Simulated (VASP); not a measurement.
# Pd (Fm-3m) in VASP: single point with LDA

Aim: the single point of Pd with LDA.

Everything below comes from runs of VASP 6.6.1. Logs are shortened: lines on timing, memory, paths and dates and some standing lists are left out, and cuts for length are marked.

### Step 1. The cell of the first run

The structure is cubic, space group Fm-3m (No. 225). The conventional cell has a = 3.890 Å, b = 3.890 Å, c = 3.890 Å, α = 90.00°, β = 90.00°, γ = 90.00°. Within 3.6 Å of Pd (site symmetry m-3m) lie 12 Pd at 2.75 Å.

### Step 2. Single point, LDA

Contents of INCAR:

```
SYSTEM = Pd
PREC = Accurate
ENCUT = 500
EDIFF = 1E-6
ISMEAR = 0
SIGMA = 0.1
LREAL = .FALSE.
LASPH = .TRUE.
NELM = 120
ALGO = Normal
ISIF = 2
LWAVE = .FALSE.
LCHARG = .FALSE.
NBANDS = 11
GGA_COMPAT = .FALSE.
```

Contents of KPOINTS:

```
Automatic mesh
0
G
  8 8 8
  0 0 0
```

Contents of POSCAR:

```
Pd
1.0
    0.0000000000      1.9449000000      1.9449000000
    1.9449000000      0.0000000000      1.9449000000
    1.9449000000      1.9449000000      0.0000000000
Pd
1
Direct
    0.0000000000      0.0000000000      0.0000000000
```

Potentials or basis: VASP PAW LDA potentials, release 64 (Pd).

Launch:

```console
> cat potpaw_LDA.64/Pd/POTCAR > POTCAR
> mpirun -np 1 vasp_std > vasp.out
```

OUTCAR:

```text
SYSTEM = Pd
   PREC = Accurate
   ENCUT = 500
   EDIFF = 1E-6
   ISMEAR = 0
   LREAL = .FALSE.
   LASPH = .TRUE.
   NELM = 120
   ISIF = 2

 ion  position               nearest neighbor table
   1  0.000  0.000  0.000-

  LATTYP: Found a face centered cubic cell.
 ALAT       =     3.8898000000

  Lattice vectors:

 A1 = (   0.0000000000,   1.9449000000,   1.9449000000)
 A2 = (   1.9449000000,   0.0000000000,   1.9449000000)
 A3 = (   1.9449000000,   1.9449000000,   0.0000000000)

Analysis of symmetry for initial positions (statically):
=====================================================================
 Subroutine PRICEL returns:
 Original cell was already a primitive cell.

 Routine SETGRP: Setting up the symmetry group for a
 face centered cubic supercell.

 Subroutine GETGRP returns: Found 48 space group operations
 (whereof 48 operations were pure point group operations)
 out of a pool of 48 trial point group operations.

The static configuration has the point symmetry O_h .

Analysis of symmetry for dynamics (positions and initial velocities):
=====================================================================
 Subroutine PRICEL returns:
 Original cell was already a primitive cell.

 Routine SETGRP: Setting up the symmetry group for a
 face centered cubic supercell.

 Subroutine GETGRP returns: Found 48 space group operations
 (whereof 48 operations were pure point group operations)
 out of a pool of 48 trial point group operations.

The dynamic configuration has the point symmetry O_h .

 Subroutine INISYM returns: Found 48 space group operations
 (whereof 48 operations are pure point group operations),
 and found     1 'primitive' translations

----------------------------------------------------------------------------------------

                                     Primitive cell

  volume of cell :      14.7137

  direct lattice vectors                    reciprocal lattice vectors
     0.000000000  1.944900000  1.944900000    -0.257082626  0.257082626  0.257082626
     1.944900000  0.000000000  1.944900000     0.257082626 -0.257082626  0.257082626
     1.944900000  1.944900000  0.000000000     0.257082626  0.257082626 -0.257082626

  length of vectors
     2.750503957  2.750503957  2.750503957     0.445280171  0.445280171  0.445280171

  position of ions in fractional coordinates (direct lattice)
     0.000000000  0.000000000  0.000000000

  ion indices of the primitive-cell ions
   primitive index   ion index
                 1           1

----------------------------------------------------------------------------------------

 KPOINTS: Automatic mesh

Automatic generation of k-mesh.
 Grid dimensions read from file:
 generate k-points for:    8    8    8

 Generating k-lattice:

  Cartesian coordinates                     Fractional coordinates (reciprocal lattice)
    -0.032135328  0.032135328  0.032135328     0.125000000  0.000000000  0.000000000
     0.032135328 -0.032135328  0.032135328     0.000000000  0.125000000  0.000000000
     0.032135328  0.032135328 -0.032135328     0.000000000  0.000000000  0.125000000

  Length of vectors
     0.055660021  0.055660021  0.055660021

  Shift w.r.t. Gamma in fractional coordinates (k-lattice)
     0.000000000  0.000000000  0.000000000

 Subroutine IBZKPT returns following result:
 ===========================================

 Found     29 irreducible k-points:

 Following reciprocal coordinates:
            Coordinates               Weight
  0.000000  0.000000  0.000000      1.000000
  0.125000  0.000000  0.000000      8.000000
  0.250000  0.000000  0.000000      8.000000
  0.375000  0.000000  0.000000      8.000000
  0.500000  0.000000  0.000000      4.000000
  0.125000  0.125000  0.000000      6.000000
[... 16 lines left out ...]
  0.500000  0.250000  0.125000     48.000000
 -0.375000  0.250000  0.125000     24.000000
 [... further k-points ...]
   k-points           NKPTS =     29   k-points in BZ     NKDIM =     29   number of bands    NBANDS=     11
   number of dos      NEDOS =    301   number of ions     NIONS =      1
   total plane-waves  NPLWV =   8000
   dimension x,y,z NGX =    20 NGY =   20 NGZ =   20
   dimension x,y,z NGXF=    40 NGYF=   40 NGZF=   40
   ions per type =               1
   NGX,Y,Z   is equivalent  to a cutoff of  12.09, 12.09, 12.09 a.u.
   NGXF,Y,Z  is equivalent  to a cutoff of  24.18, 24.18, 24.18 a.u.
 SYSTEM =  Pd
   PREC   = accura    normal or accurate (medium, high low for compatibility)
   ISTART =      0    job   : 0-new  1-cont  2-samecut
   ICHARG =      2    charge: 1-file 2-atom 10-const
   ISPIN  =      1    spin polarized calculation?
   LNONCOLLINEAR =      F non collinear calculations
   LSORBIT =      F    spin-orbit coupling
   LASPH  =      T    aspherical Exc in radial PAW
   ENCUT  =  500.0 eV  36.75 Ry    6.06 a.u.   5.01  5.01  5.01*2*pi/ulx,y,z
   NELM   =    120;   NELMIN=  2; NELMDL= -5     # of ELM steps
   EDIFF  = 0.1E-05   stopping-criterion for ELM
   LREAL  =      F    real-space projection
   EDIFFG = 0.1E-04   stopping-criterion for IOM
   NSW    =      0    number of steps for IOM
   IBRION =     -1    ionic relax: 0-MD 1-quasi-New 2-CG
   NFREE  =      0    steps in history (QN), initial steepest desc. (CG)
   ISIF   =      2    stress and relaxation
   ISYM   =      2    0-nonsym 1-usesym 2-fastsym
   POTIM  = 0.5000    time-step for ionic-motion
   TEBEG  =    0.0;   TEEND  =   0.0 temperature during run
   PSTRESS=    0.0 pullay stress
   NELECT =      10.0000    total number of electrons
   NUPDOWN=      -1.0000    fix difference up-down
   EMIN   =  10.00;   EMAX   =-10.00  energy-range for DOS
   EFERMI =   0.00;   METHOD = LEGACY
   ISMEAR =     0;   SIGMA  =   0.10  broadening in eV -4-tet -1-fermi 0-gaus
   EFERMI_NEDOS =   21; number of points for ismear=-14 and -15
   IALGO  =     38    algorithm
   IMIX   =      4    mixing-type and parameters
     AMIX     =   0.40;   BMIX     =  1.00
     AMIX_MAG =   1.60;   BMIX_MAG =  1.00
  volume/ion in A,a.u.               =      14.71        99.29
  Fermi-wavevector in a.u.,A,eV,Ry     =   1.439354  2.719984 28.187725  2.071739
  Thomas-Fermi vector in A             =   2.558219
   LORBIT       =      0    0 simple, 1 ext, 2 COOP (PROOUT), +10 PAW based schemes
   GGA     = CA    functional components
   LHFCALC =     F    Hartree Fock is set to
   AEXX    =    0.0000 exact exchange contribution
   IVDW    =     0    specifies the selected vdW correction
   LEPSILON=     F    determine dielectric tensor
   LRPA    =     F    only Hartree local field effects (RPA)
 non-spin polarized calculation
 Gauss-broadening in eV      SIGMA  =   0.10
  energy-cutoff  :      500.00
  volume of cell :       14.71
 maximum number of plane-waves:       388
   NGX =  9   NGY =  9   NGZ =  9

 number of electron      10.0000000 magnetization

 Free energy of the ion-electron system (eV)
  ---------------------------------------------------
  ext. energy  EPLUGINS =         0.00000000
  ---------------------------------------------------
  free energy    TOTEN  =        -6.46204569 eV

  energy without entropy =       -6.44974459  energy(sigma->0) =       -6.45589514

 E-fermi :   9.7415     XC(G=0): -13.5271

 val. band max:        9.6952368806   @ k =  -0.3750   0.3750   0.1250
 cond. band min:       9.7473549266   @ k =   0.5000   0.2500   0.0000
 fundamental gap:      0.0521180460
 Fermi energy:         9.7415469196

 k-point     1 :       0.0000    0.0000    0.0000
  band No.  band energies     occupation
      1       2.3768      2.00000
      2       6.7876      2.00000
      3       6.7876      2.00000
      4       6.7876      2.00000
      5       8.4360      2.00000
      6       8.4360      2.00000
      7      26.7679      0.00000
      8      31.4943      0.00000
      9      31.4943      0.00000
     10      31.4943      0.00000
     11      35.5040      0.00000

 k-point     2 :       0.1250    0.0000    0.0000
  band No.  band energies     occupation
      1       2.9264      2.00000
      2       6.6150      2.00000
      3       6.9625      2.00000
      4       6.9625      2.00000
      5       8.3674      2.00000
      6       8.3674      2.00000
      7      27.2196      0.00000
      8      28.8377      0.00000
      9      32.1257      0.00000
     10      32.1257      0.00000
     11      35.5855      0.00000

 k-point     3 :       0.2500    0.0000    0.0000
  band No.  band energies     occupation
      1       4.0814      2.00000
      2       6.7339      2.00000
      3       7.0867      2.00000
      4       7.0867      2.00000
      5       8.5850      2.00000
      6       8.5850      2.00000
      7      24.1269      0.00000
      8      27.8348      0.00000
      9      33.1923      0.00000
     10      33.1923      0.00000
     11      35.2789      0.00000

 k-point     4 :       0.3750    0.0000    0.0000
  band No.  band energies     occupation
      1       4.3609      2.00000
      2       6.8688      2.00000
      3       6.8688      2.00000
      4       8.6896      2.00000
      5       9.2833      2.00000
      6       9.2833      2.00000
      7      19.5930      0.00000
      8      26.6935      0.00000
      9      31.6254      0.00000
     10      31.6254      0.00000
     11      36.1645      0.00000

 k-point     5 :       0.5000    0.0000    0.0000
  band No.  band energies     occupation
      1       4.2798      2.00000
      2       6.7441      2.00000
      3       6.7441      2.00000
      4       9.6565      1.77086
      5       9.6565      1.77086
      6      10.5689      0.00000
      7      16.9263      0.00000
      8      26.1347      0.00000
      9      30.5814      0.00000
     10      30.5814      0.00000
     11      35.5362      0.00000
[... 211 lines left out ...]
 k-point    21 :       0.5000    0.5000    0.0000
  band No.  band energies     occupation
      1       4.2017      2.00000
      2       4.4924      2.00000
      3       9.6332      1.87467
      4       9.9742      0.00100
      5       9.9742      0.00100
      6      12.8860      0.00000
      7      20.3884      0.00000
      8      22.7119      0.00000
      9      22.7119      0.00000
     10      31.1960      0.00000
     11      31.3893      0.00000

 k-point    22 :       0.3750    0.2500    0.1250
  band No.  band energies     occupation
      1       5.0949      2.00000
      2       5.7564      2.00000
      3       6.8337      2.00000
      4       8.0892      2.00000
      5       8.2809      2.00000
      6       9.9356      0.00608
      7      24.6544      0.00000
      8      25.4823      0.00000
      9      28.9347      0.00000
     10      31.5798      0.00000
     11      35.1176      0.00000

 k-point    23 :       0.5000    0.2500    0.1250
  band No.  band energies     occupation
      1       5.2884      2.00000
      2       6.1876      2.00000
      3       6.5844      2.00000
      4       7.9059      2.00000
      5       9.1417      2.00000
      6      12.1036      0.00000
      7      20.2901      0.00000
      8      24.7282      0.00000
      9      26.9232      0.00000
     10      31.6599      0.00000
     11      35.3978      0.00000

 k-point    24 :      -0.3750    0.2500    0.1250
  band No.  band energies     occupation
      1       5.2291      2.00000
      2       5.9918      2.00000
      3       7.1806      2.00000
      4       7.6730      2.00000
      5       9.5164      1.99855
      6      14.4655      0.00000
      7      16.9644      0.00000
      8      25.2897      0.00000
      9      25.5198      0.00000
     10      30.7177      0.00000
     11      35.5575      0.00000

 [... further k-points ...]

------------------------ aborting loop because EDIFF is reached ----------------------------------------

  FORCE on cell =-STRESS in cart. coord.  units (eV):
  Direction    XX          YY          ZZ          XY          YZ          ZX
  --------------------------------------------------------------------------------------
  -------------------------------------------------------------------------------------
  Total       -0.6250805     -0.6250805     -0.6250805      0.0000000      0.0000000      0.0000000
  in kB      -68.0651382    -68.0651382    -68.0651382      0.0000000      0.0000000      0.0000000
  external PRESSURE =     -68.0651382 kB  Pullay stress =       0.0000000 kB

 VOLUME and BASIS-vectors are now :
 -----------------------------------------------------------------------------
  energy-cutoff  :      500.00
  volume of cell :       14.71
      direct lattice vectors                 reciprocal lattice vectors
     0.000000000  1.944900000  1.944900000    -0.257082626  0.257082626  0.257082626
     1.944900000  0.000000000  1.944900000     0.257082626 -0.257082626  0.257082626
     1.944900000  1.944900000  0.000000000     0.257082626  0.257082626 -0.257082626

 POSITION                                       TOTAL-FORCE (eV/Angst)
 -----------------------------------------------------------------------------------
      0.00000      0.00000      0.00000         0.000000      0.000000      0.000000
 -----------------------------------------------------------------------------------
    total drift:                                0.000000     -0.000000      0.000000

  FREE ENERGIE OF THE ION-ELECTRON SYSTEM (eV)
  ---------------------------------------------------
  free  energy   TOTEN  =        -6.4620456898 eV

  energy  without entropy=       -6.4497445867  energy(sigma->0) =       -6.45589514
```

Run time: 2.4 s. Hardware: 1 thread of Intel Xeon 6975P-C (Granite Rapids), shared host; peak memory 0.11 GiB.

What came out:

```yaml
Free_energy: -6.4620 eV
Pressure: -6.8 GPa
Band_gap_on_the_k_mesh: zero (band 5 reaches 9.98 eV, above the bottom of band 6 at 8.37 eV)
```
